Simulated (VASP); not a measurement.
# ZrOs in VASP: further runs

ZrOs is run at these levels: LDA; tasks: electric field gradients.

Program: VASP 6.6.1. These are calculated values, not measurements. Logs are shortened: lines on timing, memory, paths and dates and some standing lists are left out, and cuts for length are marked.

## (1) The cell of the first run

It takes space group Pm-3m (No. 221, cubic). Conventional cell: a = 3.306 Å, b = 3.306 Å, c = 3.306 Å, α = 90.00°, β = 90.00°, γ = 90.00°. Zr (site symmetry m-3m) has 8 Os at 2.86 Å and 6 Zr at 3.31 Å within 3.8 Å. Within 3.8 Å of Os (site symmetry m-3m) lie 8 Zr at 2.86 Å and 6 Os at 3.31 Å.

## (2) Electric field gradients, LDA (volume scaled by 1.04)

The input, INCAR:

```
PREC = Accurate
ENCUT = 520
EDIFF = 1E-8
ISMEAR = -1
SIGMA = 0.03
LREAL = F
LASPH = T
NELM = 60
ALGO = Normal
ISIF = 2
LWAVE = F
LCHARG = F
LEFG = T
NBANDS = 17
```

The input, KPOINTS:

```
Automatic mesh
0
Gamma
  13 13 13
```

The input, POSCAR:

```
ZrOs
1.0
    3.3059391347      0.0000000000      0.0000000000
    0.0000000000      3.3059391347      0.0000000000
    0.0000000000      0.0000000000      3.3059391347
Zr Os
1 1
Direct
    0.5000000000      0.5000000000      0.5000000000
    0.0000000000      0.0000000000      0.0000000000
```

Potentials or basis: VASP PAW LDA potentials, release 64 (Zr_sv, Os).

Run with:

```
cat potpaw_LDA.64/Zr_sv/POTCAR potpaw_LDA.64/Os/POTCAR > POTCAR
mpirun -np 1 vasp_std > vasp.out
```

OUTCAR:

```text
PREC = Accurate
   ENCUT = 520
   EDIFF = 1E-8
   ISMEAR = -1
   LREAL = F
   LASPH = T
   NELM = 60
   ISIF = 2

 ion  position               nearest neighbor table
   1  0.500  0.500  0.500-   2 2.86   2 2.86   2 2.86   2 2.86   2 2.86   2 2.86   2 2.86   2 2.86

   2  0.000  0.000  0.000-   1 2.86   1 2.86   1 2.86   1 2.86   1 2.86   1 2.86   1 2.86   1 2.86

  LATTYP: Found a simple cubic cell.
 ALAT       =     3.3059391347

  Lattice vectors:

 A1 = (   3.3059391347,   0.0000000000,   0.0000000000)
 A2 = (   0.0000000000,   3.3059391347,   0.0000000000)
 A3 = (   0.0000000000,   0.0000000000,   3.3059391347)

Analysis of symmetry for initial positions (statically):
=====================================================================
 Subroutine PRICEL returns:
 Original cell was already a primitive cell.

 Routine SETGRP: Setting up the symmetry group for a
 simple cubic supercell.

 Subroutine GETGRP returns: Found 48 space group operations
 (whereof 48 operations were pure point group operations)
 out of a pool of 48 trial point group operations.

The static configuration has the point symmetry O_h .

Analysis of symmetry for dynamics (positions and initial velocities):
=====================================================================
 Subroutine PRICEL returns:
 Original cell was already a primitive cell.

 Routine SETGRP: Setting up the symmetry group for a
 simple cubic supercell.

 Subroutine GETGRP returns: Found 48 space group operations
 (whereof 48 operations were pure point group operations)
 out of a pool of 48 trial point group operations.

The dynamic configuration has the point symmetry O_h .

 Subroutine INISYM returns: Found 48 space group operations
 (whereof 48 operations are pure point group operations),
 and found     1 'primitive' translations

----------------------------------------------------------------------------------------

                                     Primitive cell

  volume of cell :      36.1314

  direct lattice vectors                    reciprocal lattice vectors
     3.305939135  0.000000000  0.000000000     0.302485908  0.000000000  0.000000000
     0.000000000  3.305939135  0.000000000     0.000000000  0.302485908  0.000000000
     0.000000000  0.000000000  3.305939135     0.000000000  0.000000000  0.302485908

  length of vectors
     3.305939135  3.305939135  3.305939135     0.302485908  0.302485908  0.302485908

  position of ions in fractional coordinates (direct lattice)
     0.500000000  0.500000000  0.500000000
     0.000000000  0.000000000  0.000000000

  ion indices of the primitive-cell ions
   primitive index   ion index
                 1           1
                 2           2

----------------------------------------------------------------------------------------

 KPOINTS: Automatic mesh

Automatic generation of k-mesh.
 Grid dimensions read from file:
 generate k-points for:   13   13   13

 Generating k-lattice:

  Cartesian coordinates                     Fractional coordinates (reciprocal lattice)
     0.023268147  0.000000000  0.000000000     0.076923077  0.000000000  0.000000000
     0.000000000  0.023268147  0.000000000     0.000000000  0.076923077  0.000000000
     0.000000000  0.000000000  0.023268147     0.000000000  0.000000000  0.076923077

  Length of vectors
     0.023268147  0.023268147  0.023268147

  Shift w.r.t. Gamma in fractional coordinates (k-lattice)
     0.000000000  0.000000000  0.000000000

 Subroutine IBZKPT returns following result:
 ===========================================

 Found     84 irreducible k-points:

 Following reciprocal coordinates:
            Coordinates               Weight
  0.000000  0.000000  0.000000      1.000000
  0.076923  0.000000  0.000000      6.000000
  0.153846  0.000000  0.000000      6.000000
  0.230769  0.000000  0.000000      6.000000
  0.307692  0.000000  0.000000      6.000000
  0.384615  0.000000  0.000000      6.000000
[... 16 lines left out ...]
  0.307692  0.307692  0.000000     12.000000
  0.384615  0.307692  0.000000     24.000000
 [... further k-points ...]
   k-points           NKPTS =     84   k-points in BZ     NKDIM =     84   number of bands    NBANDS=     17
   number of dos      NEDOS =    301   number of ions     NIONS =      2
   total plane-waves  NPLWV =  21952
   dimension x,y,z NGX =    28 NGY =   28 NGZ =   28
   dimension x,y,z NGXF=    56 NGYF=   56 NGZF=   56
   ions per type =               1   1
   NGX,Y,Z   is equivalent  to a cutoff of  14.08, 14.08, 14.08 a.u.
   NGXF,Y,Z  is equivalent  to a cutoff of  28.16, 28.16, 28.16 a.u.
 SYSTEM =  unknown system
   PREC   = accura    normal or accurate (medium, high low for compatibility)
   ISTART =      0    job   : 0-new  1-cont  2-samecut
   ICHARG =      2    charge: 1-file 2-atom 10-const
   ISPIN  =      1    spin polarized calculation?
   LNONCOLLINEAR =      F non collinear calculations
   LSORBIT =      F    spin-orbit coupling
   LASPH  =      T    aspherical Exc in radial PAW
   ENCUT  =  520.0 eV  38.22 Ry    6.18 a.u.   6.15  6.15  6.15*2*pi/ulx,y,z
   NELM   =     60;   NELMIN=  2; NELMDL= -5     # of ELM steps
   EDIFF  = 0.1E-07   stopping-criterion for ELM
   LREAL  =      F    real-space projection
   EDIFFG = 0.1E-06   stopping-criterion for IOM
   NSW    =      0    number of steps for IOM
   IBRION =     -1    ionic relax: 0-MD 1-quasi-New 2-CG
   NFREE  =      0    steps in history (QN), initial steepest desc. (CG)
   ISIF   =      2    stress and relaxation
   ISYM   =      2    0-nonsym 1-usesym 2-fastsym
   POTIM  = 0.5000    time-step for ionic-motion
   TEBEG  =    0.0;   TEEND  =   0.0 temperature during run
   PSTRESS=    0.0 pullay stress
   NELECT =      20.0000    total number of electrons
   NUPDOWN=      -1.0000    fix difference up-down
   EMIN   =  10.00;   EMAX   =-10.00  energy-range for DOS
   EFERMI =   0.00;   METHOD = LEGACY
   ISMEAR =    -1;   SIGMA  =   0.03  broadening in eV -4-tet -1-fermi 0-gaus
   EFERMI_NEDOS =   21; number of points for ismear=-14 and -15
   IALGO  =     38    algorithm
   IMIX   =      4    mixing-type and parameters
     AMIX     =   0.40;   BMIX     =  1.00
     AMIX_MAG =   1.60;   BMIX_MAG =  1.00
  volume/ion in A,a.u.               =      18.07       121.91
  Fermi-wavevector in a.u.,A,eV,Ry     =   1.344178  2.540127 24.583188  1.806813
  Thomas-Fermi vector in A             =   2.472192
   LORBIT       =      0    0 simple, 1 ext, 2 COOP (PROOUT), +10 PAW based schemes
   GGA     = CA    functional components
   LHFCALC =     F    Hartree Fock is set to
   AEXX    =    0.0000 exact exchange contribution
   IVDW    =     0    specifies the selected vdW correction
   LEPSILON=     F    determine dielectric tensor
   LRPA    =     F    only Hartree local field effects (RPA)
 non-spin polarized calculation
  energy-cutoff  :      520.00
  volume of cell :       36.13
 maximum number of plane-waves:       986
 NGX is ok and might be reduce to    28
   NGX = 13   NGY = 13   NGZ = 13

 number of electron      20.0000000 magnetization

 Free energy of the ion-electron system (eV)
  ---------------------------------------------------
  ext. energy  EPLUGINS =         0.00000000
  ---------------------------------------------------
  free energy    TOTEN  =       -22.95184057 eV

  energy without entropy =      -22.94958005  energy(sigma->0) =      -22.95071031

 E-fermi :   9.1631     XC(G=0): -12.6271

 val. band max:        9.1598610305   @ k =   0.3846   0.0769   0.0769
 cond. band min:       9.1961617778   @ k =   0.4615   0.3846   0.0000
 fundamental gap:      0.0363007473
 Fermi energy:         9.1631054730

 k-point     1 :       0.0000    0.0000    0.0000
  band No.  band energies     occupation
      1     -39.4122      2.00000
      2     -17.4227      2.00000
      3     -17.4227      2.00000
      4     -17.4227      2.00000
      5       1.4230      2.00000
      6       4.2652      2.00000
[... 9 lines left out ...]
     16      17.0210      0.00000
     17      17.0210      0.00000

 k-point     2 :       0.0769    0.0000    0.0000
  band No.  band energies     occupation
      1     -39.4100      2.00000
      2     -17.4500      2.00000
      3     -17.4217      2.00000
      4     -17.4217      2.00000
      5       1.5472      2.00000
      6       4.3231      2.00000
[... 9 lines left out ...]
     16      16.6078      0.00000
     17      17.6518      0.00000

 k-point     3 :       0.1538    0.0000    0.0000
  band No.  band energies     occupation
      1     -39.4038      2.00000
      2     -17.5248      2.00000
      3     -17.4186      2.00000
      4     -17.4186      2.00000
      5       1.9092      2.00000
      6       4.4942      2.00000
[... 9 lines left out ...]
     16      15.6605      0.00000
     17      18.9701      0.00000

 k-point     4 :       0.2308    0.0000    0.0000
  band No.  band energies     occupation
      1     -39.3950      2.00000
      2     -17.6285      2.00000
      3     -17.4143      2.00000
      4     -17.4143      2.00000
      5       2.4767      2.00000
      6       4.7696      2.00000
[... 9 lines left out ...]
     16      14.6908      0.00000
     17      20.5324      0.00000

 k-point     5 :       0.3077    0.0000    0.0000
  band No.  band energies     occupation
      1     -39.3857      2.00000
      2     -17.7365      2.00000
      3     -17.4097      2.00000
      4     -17.4097      2.00000
      5       3.1916      2.00000
      6       5.1287      2.00000
[... 9 lines left out ...]
     16      14.1883      0.00000
     17      22.2107      0.00000

 k-point     6 :       0.3846    0.0000    0.0000
  band No.  band energies     occupation
      1     -39.3780      2.00000
      2     -17.8244      2.00000
      3     -17.4059      2.00000
      4     -17.4059      2.00000
      5       3.9510      2.00000
      6       5.5222      2.00000
[... 9 lines left out ...]
     16      14.2698      0.00000
     17      23.3211      0.00000
[... 281 lines left out ...]
 k-point    21 :       0.3846    0.2308    0.0000
  band No.  band energies     occupation
      1     -39.3642      2.00000
      2     -17.7864      2.00000
      3     -17.5794      2.00000
      4     -17.3863      2.00000
      5       4.0372      2.00000
      6       5.1956      2.00000
[... 9 lines left out ...]
     16      14.7704      0.00000
     17      19.9130      0.00000

 k-point    22 :       0.4615    0.2308    0.0000
  band No.  band energies     occupation
      1     -39.3603      2.00000
      2     -17.8312      2.00000
      3     -17.5739      2.00000
      4     -17.3827      2.00000
      5       4.2825      2.00000
      6       5.1450      2.00000
[... 9 lines left out ...]
     16      14.5299      0.00000
     17      20.5477      0.00000

 k-point    23 :       0.3077    0.3077    0.0000
  band No.  band energies     occupation
      1     -39.3633      2.00000
      2     -17.7031      2.00000
      3     -17.6700      2.00000
      4     -17.3833      2.00000
      5       3.8387      2.00000
      6       5.0763      2.00000
[... 9 lines left out ...]
     16      15.2991      0.00000
     17      18.7858      0.00000

 k-point    24 :       0.3846    0.3077    0.0000
  band No.  band energies     occupation
      1     -39.3567      2.00000
      2     -17.7660      2.00000
      3     -17.6706      2.00000
      4     -17.3756      2.00000
      5       3.9610      2.00000
      6       4.9325      2.00000
[... 9 lines left out ...]
     16      14.7638      0.00000
     17      19.1629      0.00000

 [... further k-points ...]
[... 5 lines left out ...]
  --------------------------------------------------------------------------------------
  -------------------------------------------------------------------------------------
  Total       -3.2885505     -3.2885505     -3.2885505      0.0000000     -0.0000000      0.0000000
  in kB     -145.8245154   -145.8245154   -145.8245154      0.0000000     -0.0000000      0.0000000
  external PRESSURE =    -145.8245154 kB  Pullay stress =       0.0000000 kB

 VOLUME and BASIS-vectors are now :
 -----------------------------------------------------------------------------
  energy-cutoff  :      520.00
  volume of cell :       36.13
      direct lattice vectors                 reciprocal lattice vectors
     3.305939135  0.000000000  0.000000000     0.302485908  0.000000000  0.000000000
     0.000000000  3.305939135  0.000000000     0.000000000  0.302485908  0.000000000
     0.000000000  0.000000000  3.305939135     0.000000000  0.000000000  0.302485908

 POSITION                                       TOTAL-FORCE (eV/Angst)
 -----------------------------------------------------------------------------------
      1.65297      1.65297      1.65297         0.000000      0.000000      0.000000
      0.00000      0.00000      0.00000         0.000000      0.000000      0.000000
 -----------------------------------------------------------------------------------
    total drift:                                0.000000      0.000000      0.000000

  FREE ENERGIE OF THE ION-ELECTRON SYSTEM (eV)
  ---------------------------------------------------
  free  energy   TOTEN  =       -22.9518405732 eV

  energy  without entropy=      -22.9495800499  energy(sigma->0) =      -22.95071031

 Electric field gradients (V/A^2)
---------------------------------------------------------------------
 ion       V_xx      V_yy      V_zz      V_xy      V_xz      V_yz
---------------------------------------------------------------------
   1      -0.000    -0.000    -0.000    -0.000    -0.000     0.000
   2      -0.000    -0.000     0.000     0.000     0.000     0.000
---------------------------------------------------------------------

 Electric field gradients after diagonalization (V/A^2)
 (convention: |V_zz| > |V_xx| > |V_yy|)
----------------------------------------------------------------------
 ion       V_xx      V_yy      V_zz     asymmetry (V_yy - V_xx)/ V_zz
----------------------------------------------------------------------
   1      -0.000    -0.000    -0.000      -0.052
   2      -0.000    -0.000     0.000       0.038
----------------------------------------------------------------------

           NMR quadrupolar parameters

 Cq : quadrupolar parameter    Cq=e*Q*V_zz/h
 eta: asymmetry parameters     (V_yy - V_xx)/ V_zz
 Q  : nuclear electric quadrupole moment in mb (millibarn)
----------------------------------------------------------------------
 ion       Cq(MHz)       eta       Q (mb)
----------------------------------------------------------------------
   1      -0.000      -0.052       1.000
   2       0.000       0.038       1.000
----------------------------------------------------------------------
```

Wall time 59 s (1 thread of Intel Xeon Platinum 8375C at 2.90GHz (Ice Lake), shared host); peak memory 0.18 GiB.

What came out:

| Quantity | Value |
| --- | --- |
| Free energy | -22.9518 eV |
| Pressure | -14.6 GPa |
| Band gap on the k mesh | zero (band 10 reaches 9.43 eV, above the bottom of band 11 at 8.50 eV) |

Caveat: without QUAD_EFG the Cq values of the log hold for a quadrupole moment of 1 mb, not for the nuclei; spin-orbit coupling is left out, which moves the levels of the heavy elements.

(Continued in part 2 of 3.)
